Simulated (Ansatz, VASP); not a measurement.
**O: VASP beside Ansatz**

```
CELL_PARAMETERS angstrom
9.00000 0.00000 0.00000
0.00000 9.50000 0.00000
0.00000 0.00000 10.00000
ATOMIC_POSITIONS crystal
O 0.50000 0.50000 0.44001
O 0.50000 0.50000 0.55999
```

Alike in both runs: functional LDA; k mesh 1 × 1 × 1; occupations gaussian, width 0.05 eV; collinear spin.

Ansatz relaxed the structure, and its values are those at the end. VASP's run is a single point on that final structure, the one shown.

|  | VASP | Ansatz |
| --- | --- | --- |
| version | VASP 6.6.1 | Ansatz 0.2.0 |
| potentials or method | VASP PAW LDA potentials, release 64 (O), cutoff 520 eV | plane waves, PAW |
| valence electrons in the cell | 12 | 12 |

```tsv
	VASP	Ansatz	Ansatz less VASP
gap on the k mesh at the Fermi level (eV)	1.96	2.04	+0.076
rms of the force components (eV/Å)	1.035	0.000	-1.0343
net moment per atom (μB)	1.00	1.00	0.000
size of the moment on the site where the two differ most (μB)	0.80	0.55	-0.257
```

LDA's correlation is that of Perdew and Zunger in VASP and of Perdew and Wang (1992) in Ansatz. Site moments also hang on the region over which each program counts them. One of these differences is far larger than is usual between the two programs; its cause wasn't traced. Ansatz's warnings: end state compared, stress scf threshold loose.

Noted on VASP's run: the standard files for N, O and F lose accuracy on very short bonds.
